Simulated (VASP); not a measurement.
Set up this calculation in VASP 6.6.1, as the native input.

```
Task                   : single point
Functional             : RPBE
Potentials or basis    : VASP PAW PBE potentials, release 64 (Mn_pv)
Cutoff                 : 520 eV
k mesh                 : 12 × 12 × 12
Occupations            : fermi-dirac, width 0.05 eV
Spin                   : collinear spin, antiferromagnetic start
Starting moments       : [3.14, -3.14] μB
Dipole correction      : no
Further INCAR settings : ALGO = Normal; EDIFF = 1e-06; NBANDS = 24
```

The structure of Mn lies in POSCAR:

```
Mn
1.0
    3.1442585430      0.0000000000      0.0000000000
    0.0000000000      3.1442585430      0.0000000000
    0.0000000000      0.0000000000      3.1442585430
Mn
2
Direct
    0.0000000000      0.0000000000      0.0000000000
    0.5000000000      0.5000000000      0.5000000000
```

This isn't the form of Mn at room conditions, which is a 58-atom cubic cell.

One way to write it, as run:

INCAR

```
PREC     = Accurate       # precision mode
ENCUT    = 520            # plane-wave cutoff, eV
EDIFF    = 1E-6           # SCF threshold, eV
ISMEAR   = -1             # smearing method
SIGMA    = 0.05           # smearing width, eV
LREAL    = F              # projectors in reciprocal space
LASPH    = T              # aspherical terms in the spheres
NELM     = 150            # most SCF steps
ALGO     = Normal         # electronic algorithm
ISIF     = 2              # what is computed and relaxed
LWAVE    = F              # write WAVECAR
LCHARG   = T              # write CHGCAR
ISPIN    = 2              # spin polarisation
MAGMOM   = 3.14 -3.14     # initial moments
LORBIT   = 11             # projections on sites
LMAXMIX  = 4              # l up to which the mixer works
GGA      = RP             # functional
LELF     = T              # ELF
LVHAR    = T            
NBANDS   = 24             # bands
```

KPOINTS

```
Automatic mesh
0
Gamma
  12 12 12
```

Potentials or basis: VASP PAW PBE potentials, release 64 (Mn_pv).

Command:

```console
$ cat potpaw_PBE.64/Mn_pv/POTCAR > POTCAR
$ mpirun -np 1 vasp_std > vasp.out
```

It gave:

The pressure is -5.8 GPa. The band gap on the k mesh is zero (filled and empty bands overlap), the net moment is 0.00 μB per cell and the site moments are Mn +3.54, -3.54 μB. The valence electrons inside the program's atomic spheres are Mn 11.46.

Caveat: the cell stands under tension; the antiferromagnetic order is the one typed at the start, and another may lie lower; the PAW data sets were made with another functional, which shifts forces and pressure a little.

It took 110 s on 1 thread of Intel Xeon 8259CL (shared host), peak memory 0.21 GiB.
